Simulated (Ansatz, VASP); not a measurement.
**One calculation of C, two programs**

File INCAR:

```
  PREC = Accurate
  ENCUT = 520
  EDIFF = 1E-6
  ISMEAR = 0
  SIGMA = 0.05
  LREAL = False
  LASPH = True
  NELM = 100
  ALGO = Normal
  ISIF = 2
  LWAVE = False
  LCHARG = False
  GGA = PE
  NBANDS = 26
```

KPOINTS

```
regular mesh
0
Gamma
  12 12 4
```

Contents of POSCAR:

```
C
1.0
    2.5180642186      0.0000000000      0.0000000000
   -1.2590321093      2.1807075817      0.0000000000
    0.0000000000      0.0000000000      8.3046919353
C
8
Direct
   -0.0397043508     -0.0425549949      0.0929732494
    0.0397043508      0.0425549949      0.5929732494
    0.0397043508      0.0425549949      0.4070267506
   -0.0397043508     -0.0425549949      0.9070267506
    0.3008206393      0.6318196663      0.1555299995
    0.6991793607      0.3681803337      0.6555299995
    0.3658460273      0.7015136671      0.3444700005
    0.6341539727      0.2984863329      0.8444700005
```

Input for Ansatz:

```yaml
crystal:
  lattice:
    - [2.5180642186, 0.0, 0.0]
    - [-1.2590321093, 2.1807075817, 0.0]
    - [0.0, 0.0, 8.3046919353]
  atoms:
    - { symbol: C, position: [-0.0397043508, -0.0425549949, 0.0929732494] }
    - { symbol: C, position: [0.0397043508, 0.0425549949, 0.5929732494] }
    - { symbol: C, position: [0.0397043508, 0.0425549949, 0.4070267506] }
    - { symbol: C, position: [-0.0397043508, -0.0425549949, 0.9070267506] }
    - { symbol: C, position: [0.3008206393, 0.6318196663, 0.1555299995] }
    - { symbol: C, position: [0.6991793607, 0.3681803337, 0.6555299995] }
    - { symbol: C, position: [0.3658460273, 0.7015136671, 0.3444700005] }
    - { symbol: C, position: [0.6341539727, 0.2984863329, 0.8444700005] }
basis:
  ecutwfc: 520.0
kpoints:
  mp_grid: { grid: [12, 12, 4] }
hamiltonian:
  xc: pbe
  pseudopotentials: { kind: paw, azcp: { folder: soft_1 } }
scf:
  occupations: { method: gaussian, width: 0.05 }
output:
  forces: true
  stress: true
  eigenvalues: true
```

Change from the starting cell: mode 4 frozen in at -0.046 Å and mode 5 at -0.093 Å (largest displacements).

Alike in both runs: task single point; functional PBE; k mesh 12 × 12 × 4; occupations gaussian, width 0.05 eV; no spin polarisation.

|  | VASP | Ansatz |
| --- | --- | --- |
| version | VASP 6.6.1 | Ansatz 0.2.0 |
| potentials or method | VASP PAW PBE potentials, release 64 (C), cutoff 520 eV | scalar-relativistic, plane waves, PAW |
| valence electrons in the cell | 32 | 32 |

VASP gave:

```
gap on the k mesh at the Fermi level (eV)                     : 4.53
least direct gap on the mesh (eV)                             : 5.32
pressure (GPa)                                                : 0.7
traceless stress, the component that is largest in VASP (GPa) : -0.61
rms of the force components (eV/Å)                            : 0.368
```

**Question.** Which values does Ansatz return?

**Answer.** gap on the k mesh at the Fermi level (eV): 4.54; least direct gap on the mesh (eV): 5.32; pressure (GPa): 0.1; traceless stress, the component that is largest in VASP (GPa): -0.64; rms of the force components (eV/Å): 0.368.

Atom by atom the forces differ by 0.005 eV/Å (rms over components).
